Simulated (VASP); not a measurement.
# SnSe (Fm-3m) in VASP: settings compared

SnSe is run at these levels: PBE, r2SCAN, PBEsol; tasks: single point, relaxation of cell and atoms.

Everything below comes from runs of VASP 6.6.1. Logs are shortened: lines on timing, memory, paths and dates and some standing lists are left out, and cuts for length are marked.

**1. The cell of the first run**

Symmetry: Fm-3m, No. 225, cubic system. The conventional cell has a = 6.056 Å, b = 6.056 Å, c = 6.056 Å, α = 90.00°, β = 90.00°, γ = 90.00°. Within 4.0 Å of Sn (site symmetry m-3m) lie 6 Se at 3.03 Å. Within 4.0 Å of Se (site symmetry m-3m) lie 6 Sn at 3.03 Å.

**2. Single point, PBE**

Contents of INCAR:

```
SYSTEM = SnSe
ALGO = Normal ; EDIFF = 1E-7
ENCUT = 520 ; GGA = PE
ISIF = 2 ; ISMEAR = -1
LASPH = .TRUE. ; LCHARG = .FALSE.
LREAL = .FALSE. ; LWAVE = .FALSE.
NBANDS = 17 ; NELM = 60
PREC = Accurate ; SIGMA = 0.02
```

Contents of KPOINTS:

```
k-points
0
G
  8 8 8
  0 0 0
```

Contents of POSCAR:

```
SnSe
1.0
    0.0000000000      3.0281454333      3.0281454333
    3.0281454333      0.0000000000      3.0281454333
    3.0281454333      3.0281454333      0.0000000000
Sn Se
1 1
Direct
    0.0000000000      0.0000000000      0.0000000000
    0.5000000000      0.5000000000      0.5000000000
```

Potentials or basis: VASP PAW PBE potentials, release 64 (Sn_d, Se).

Started as:

```bash
$ cat potpaw_PBE.64/Sn_d/POTCAR potpaw_PBE.64/Se/POTCAR > POTCAR
$ mpirun -np 1 vasp_std > vasp.out
```

OUTCAR:

```text
SYSTEM = SnSe
   EDIFF = 1E-7
   ENCUT = 520
   GGA = PE
   ISIF = 2
   ISMEAR = -1
   LASPH = .TRUE.
   LREAL = .FALSE.
   NELM = 60
   PREC = Accurate

 ion  position               nearest neighbor table
   1  0.000  0.000  0.000-   2 3.03   2 3.03   2 3.03   2 3.03   2 3.03   2 3.03
   2  0.500  0.500  0.500-   1 3.03   1 3.03   1 3.03   1 3.03   1 3.03   1 3.03

  LATTYP: Found a face centered cubic cell.
 ALAT       =     6.0562908666

  Lattice vectors:

 A1 = (   0.0000000000,   3.0281454333,   3.0281454333)
 A2 = (   3.0281454333,   0.0000000000,   3.0281454333)
 A3 = (   3.0281454333,   3.0281454333,   0.0000000000)

Analysis of symmetry for initial positions (statically):
=====================================================================
 Subroutine PRICEL returns:
 Original cell was already a primitive cell.

 Routine SETGRP: Setting up the symmetry group for a
 face centered cubic supercell.

 Subroutine GETGRP returns: Found 48 space group operations
 (whereof 48 operations were pure point group operations)
 out of a pool of 48 trial point group operations.

The static configuration has the point symmetry O_h .

Analysis of symmetry for dynamics (positions and initial velocities):
=====================================================================
 Subroutine PRICEL returns:
 Original cell was already a primitive cell.

 Routine SETGRP: Setting up the symmetry group for a
 face centered cubic supercell.

 Subroutine GETGRP returns: Found 48 space group operations
 (whereof 48 operations were pure point group operations)
 out of a pool of 48 trial point group operations.

The dynamic configuration has the point symmetry O_h .

 Subroutine INISYM returns: Found 48 space group operations
 (whereof 48 operations are pure point group operations),
 and found     1 'primitive' translations

----------------------------------------------------------------------------------------

                                     Primitive cell

  volume of cell :      55.5342

  direct lattice vectors                    reciprocal lattice vectors
     0.000000000  3.028145433  3.028145433    -0.165117565  0.165117565  0.165117565
     3.028145433  0.000000000  3.028145433     0.165117565 -0.165117565  0.165117565
     3.028145433  3.028145433  0.000000000     0.165117565  0.165117565 -0.165117565

  length of vectors
     4.282444341  4.282444341  4.282444341     0.285992012  0.285992012  0.285992012

  position of ions in fractional coordinates (direct lattice)
     0.000000000  0.000000000  0.000000000
     0.500000000  0.500000000  0.500000000

  ion indices of the primitive-cell ions
   primitive index   ion index
                 1           1
                 2           2

----------------------------------------------------------------------------------------

 KPOINTS: k-points

Automatic generation of k-mesh.
 Grid dimensions read from file:
 generate k-points for:    8    8    8

 Generating k-lattice:

  Cartesian coordinates                     Fractional coordinates (reciprocal lattice)
    -0.020639696  0.020639696  0.020639696     0.125000000  0.000000000  0.000000000
     0.020639696 -0.020639696  0.020639696     0.000000000  0.125000000  0.000000000
     0.020639696  0.020639696 -0.020639696     0.000000000  0.000000000  0.125000000

  Length of vectors
     0.035749001  0.035749001  0.035749001

  Shift w.r.t. Gamma in fractional coordinates (k-lattice)
     0.000000000  0.000000000  0.000000000

 Subroutine IBZKPT returns following result:
 ===========================================

 Found     29 irreducible k-points:

 Following reciprocal coordinates:
            Coordinates               Weight
  0.000000  0.000000  0.000000      1.000000
  0.125000  0.000000  0.000000      8.000000
  0.250000  0.000000  0.000000      8.000000
  0.375000  0.000000  0.000000      8.000000
  0.500000  0.000000  0.000000      4.000000
  0.125000  0.125000  0.000000      6.000000
[... 16 lines left out ...]
  0.500000  0.250000  0.125000     48.000000
 -0.375000  0.250000  0.125000     24.000000
 [... further k-points ...]
   k-points           NKPTS =     29   k-points in BZ     NKDIM =     29   number of bands    NBANDS=     17
   number of dos      NEDOS =    301   number of ions     NIONS =      2
   total plane-waves  NPLWV =  32768
   dimension x,y,z NGX =    32 NGY =   32 NGZ =   32
   dimension x,y,z NGXF=    64 NGYF=   64 NGZF=   64
   ions per type =               1   1
   NGX,Y,Z   is equivalent  to a cutoff of  12.42, 12.42, 12.42 a.u.
   NGXF,Y,Z  is equivalent  to a cutoff of  24.85, 24.85, 24.85 a.u.
 SYSTEM =  SnSe
   PREC   = accura    normal or accurate (medium, high low for compatibility)
   ISTART =      0    job   : 0-new  1-cont  2-samecut
   ICHARG =      2    charge: 1-file 2-atom 10-const
   ISPIN  =      1    spin polarized calculation?
   LNONCOLLINEAR =      F non collinear calculations
   LSORBIT =      F    spin-orbit coupling
   LASPH  =      T    aspherical Exc in radial PAW
   ENCUT  =  520.0 eV  38.22 Ry    6.18 a.u.   7.96  7.96  7.96*2*pi/ulx,y,z
   NELM   =     60;   NELMIN=  2; NELMDL= -5     # of ELM steps
   EDIFF  = 0.1E-06   stopping-criterion for ELM
   LREAL  =      F    real-space projection
   EDIFFG = 0.1E-05   stopping-criterion for IOM
   NSW    =      0    number of steps for IOM
   IBRION =     -1    ionic relax: 0-MD 1-quasi-New 2-CG
   NFREE  =      0    steps in history (QN), initial steepest desc. (CG)
   ISIF   =      2    stress and relaxation
   ISYM   =      2    0-nonsym 1-usesym 2-fastsym
   POTIM  = 0.5000    time-step for ionic-motion
   TEBEG  =    0.0;   TEEND  =   0.0 temperature during run
   PSTRESS=    0.0 pullay stress
   NELECT =      20.0000    total number of electrons
   NUPDOWN=      -1.0000    fix difference up-down
   EMIN   =  10.00;   EMAX   =-10.00  energy-range for DOS
   EFERMI =   0.00;   METHOD = LEGACY
   ISMEAR =    -1;   SIGMA  =   0.02  broadening in eV -4-tet -1-fermi 0-gaus
   EFERMI_NEDOS =   21; number of points for ismear=-14 and -15
   IALGO  =     38    algorithm
   IMIX   =      4    mixing-type and parameters
     AMIX     =   0.40;   BMIX     =  1.00
     AMIX_MAG =   1.60;   BMIX_MAG =  1.00
  volume/ion in A,a.u.               =      27.77       187.38
  Fermi-wavevector in a.u.,A,eV,Ry     =   1.164747  2.201052 18.458133  1.356635
  Thomas-Fermi vector in A             =   2.301281
   LORBIT       =      0    0 simple, 1 ext, 2 COOP (PROOUT), +10 PAW based schemes
   GGA     = PE    functional components
   LHFCALC =     F    Hartree Fock is set to
   AEXX    =    0.0000 exact exchange contribution
   IVDW    =     0    specifies the selected vdW correction
   LEPSILON=     F    determine dielectric tensor
   LRPA    =     F    only Hartree local field effects (RPA)
 non-spin polarized calculation
  energy-cutoff  :      520.00
  volume of cell :       55.53
 maximum number of plane-waves:      1524
   NGX = 15   NGY = 15   NGZ = 15

 number of electron      20.0000000 magnetization

 Free energy of the ion-electron system (eV)
  ---------------------------------------------------
  ext. energy  EPLUGINS =         0.00000000
  ---------------------------------------------------
  free energy    TOTEN  =        -8.22200258 eV

  energy without entropy =       -8.22200255  energy(sigma->0) =       -8.22200257

 E-fermi :   5.6504     XC(G=0):  -9.5175

 val. band max:        5.3983324302   @ k =   0.5000   0.0000   0.0000
 cond. band min:       5.9025440455   @ k =   0.5000   0.0000   0.0000
 fundamental gap:      0.5042116153
 Fermi energy:         5.6504097962

 k-point     1 :       0.0000    0.0000    0.0000
  band No.  band energies     occupation
      1     -16.2223      2.00000
      2     -16.2223      2.00000
      3     -16.2223      2.00000
      4     -16.2194      2.00000
      5     -16.2194      2.00000
      6      -8.3569      2.00000
[... 9 lines left out ...]
     16      11.2771      0.00000
     17      13.5245      0.00000

 k-point     2 :       0.1250    0.0000    0.0000
  band No.  band energies     occupation
      1     -16.2219      2.00000
      2     -16.2218      2.00000
      3     -16.2218      2.00000
      4     -16.2193      2.00000
      5     -16.2193      2.00000
      6      -8.2516      2.00000
[... 9 lines left out ...]
     16      11.6390      0.00000
     17      14.5212      0.00000

 k-point     3 :       0.2500    0.0000    0.0000
  band No.  band energies     occupation
      1     -16.2237      2.00000
      2     -16.2237      2.00000
      3     -16.2211      2.00000
      4     -16.2157      2.00000
      5     -16.2157      2.00000
      6      -7.9689      2.00000
[... 9 lines left out ...]
     16      12.5851      0.00000
     17      16.6454      0.00000

 k-point     4 :       0.3750    0.0000    0.0000
  band No.  band energies     occupation
      1     -16.2262      2.00000
      2     -16.2262      2.00000
      3     -16.2203      2.00000
      4     -16.2115      2.00000
      5     -16.2115      2.00000
      6      -7.6296      2.00000
[... 9 lines left out ...]
     16      14.0411      0.00000
     17      16.7072      0.00000

 k-point     5 :       0.5000    0.0000    0.0000
  band No.  band energies     occupation
      1     -16.2273      2.00000
      2     -16.2273      2.00000
      3     -16.2200      2.00000
      4     -16.2098      2.00000
      5     -16.2098      2.00000
      6      -7.4644      2.00000
[... 9 lines left out ...]
     16      15.5718      0.00000
     17      15.5718      0.00000

 k-point     6 :       0.1250    0.1250    0.0000
  band No.  band energies     occupation
      1     -16.2232      2.00000
      2     -16.2221      2.00000
      3     -16.2200      2.00000
      4     -16.2200      2.00000
      5     -16.2184      2.00000
      6      -8.2165      2.00000
[... 9 lines left out ...]
     16      12.2835      0.00000
     17      13.7239      0.00000

 k-point     7 :       0.2500    0.1250    0.0000
  band No.  band energies     occupation
      1     -16.2253      2.00000
      2     -16.2229      2.00000
      3     -16.2204      2.00000
      4     -16.2172      2.00000
      5     -16.2150      2.00000
      6      -7.9926      2.00000
[... 9 lines left out ...]
     16      13.2427      0.00000
     17      14.9568      0.00000

 k-point     8 :       0.3750    0.1250    0.0000
  band No.  band energies     occupation
      1     -16.2282      2.00000
      2     -16.2228      2.00000
      3     -16.2210      2.00000
      4     -16.2142      2.00000
      5     -16.2109      2.00000
      6      -7.6672      2.00000
[... 9 lines left out ...]
     16      14.6255      0.00000
     17      16.6431      0.00000
[... 203 lines left out ...]
      1     -16.2418      2.00000
      2     -16.2264      2.00000
      3     -16.2142      2.00000
      4     -16.2078      2.00000
      5     -16.2071      2.00000
      6      -7.2478      2.00000
[... 9 lines left out ...]
     16      16.5077      0.00000
     17      16.9400      0.00000

 k-point    20 :      -0.3750    0.3750    0.0000
  band No.  band energies     occupation
      1     -16.2383      2.00000
      2     -16.2222      2.00000
      3     -16.2170      2.00000
      4     -16.2103      2.00000
      5     -16.2084      2.00000
      6      -7.2071      2.00000
[... 9 lines left out ...]
     16      15.3146      0.00000
     17      17.5246      0.00000

 k-point    21 :       0.5000    0.5000    0.0000
  band No.  band energies     occupation
      1     -16.2449      2.00000
      2     -16.2283      2.00000
      3     -16.2125      2.00000
      4     -16.2061      2.00000
      5     -16.2061      2.00000
      6      -7.2045      2.00000
[... 9 lines left out ...]
     16      16.8500      0.00000
     17      17.9565      0.00000

 k-point    22 :       0.3750    0.2500    0.1250
  band No.  band energies     occupation
      1     -16.2285      2.00000
      2     -16.2228      2.00000
      3     -16.2203      2.00000
      4     -16.2146      2.00000
      5     -16.2123      2.00000
      6      -7.7453      2.00000
[... 9 lines left out ...]
     16      14.7590      0.00000
     17      14.9287      0.00000

 k-point    23 :       0.5000    0.2500    0.1250
  band No.  band energies     occupation
      1     -16.2308      2.00000
      2     -16.2220      2.00000
      3     -16.2200      2.00000
      4     -16.2128      2.00000
      5     -16.2104      2.00000
      6      -7.4597      2.00000
[... 9 lines left out ...]
     16      15.0265      0.00000
     17      16.3872      0.00000

 k-point    24 :      -0.3750    0.2500    0.1250
  band No.  band energies     occupation
      1     -16.2317      2.00000
      2     -16.2229      2.00000
      3     -16.2174      2.00000
      4     -16.2140      2.00000
      5     -16.2092      2.00000
      6      -7.3262      2.00000
[... 9 lines left out ...]
     16      16.1274      0.00000
     17      16.2261      0.00000

 [... further k-points ...]
[... 5 lines left out ...]
  --------------------------------------------------------------------------------------
  -------------------------------------------------------------------------------------
  Total        0.0015203      0.0015203      0.0015203     -0.0000000     -0.0000000      0.0000000
  in kB        0.0438621      0.0438621      0.0438621     -0.0000000     -0.0000000      0.0000000
  external PRESSURE =       0.0438621 kB  Pullay stress =       0.0000000 kB

 VOLUME and BASIS-vectors are now :
 -----------------------------------------------------------------------------
  energy-cutoff  :      520.00
  volume of cell :       55.53
      direct lattice vectors                 reciprocal lattice vectors
     0.000000000  3.028145433  3.028145433    -0.165117565  0.165117565  0.165117565
     3.028145433  0.000000000  3.028145433     0.165117565 -0.165117565  0.165117565
     3.028145433  3.028145433  0.000000000     0.165117565  0.165117565 -0.165117565

 POSITION                                       TOTAL-FORCE (eV/Angst)
 -----------------------------------------------------------------------------------
      0.00000      0.00000      0.00000         0.000000     -0.000000     -0.000000
      3.02815      3.02815      3.02815        -0.000000      0.000000      0.000000
 -----------------------------------------------------------------------------------
    total drift:                                0.000000     -0.000000     -0.000000

  FREE ENERGIE OF THE ION-ELECTRON SYSTEM (eV)
  ---------------------------------------------------
  free  energy   TOTEN  =        -8.2220025801 eV

  energy  without entropy=       -8.2220025515  energy(sigma->0) =       -8.22200257
```

Run time: 17 s. Hardware: 1 thread of Intel Xeon 6975P-C, shared host; peak memory 0.18 GiB.

Results:

```yaml
Free_energy: -8.2220 eV
Pressure: 0.0 GPa
Band_gap_on_the_k_mesh: 0.50 eV, direct
```

Caveat: spin-orbit coupling is left out, which moves the levels of the heavy elements.

(Continued in part 2 of 2.)
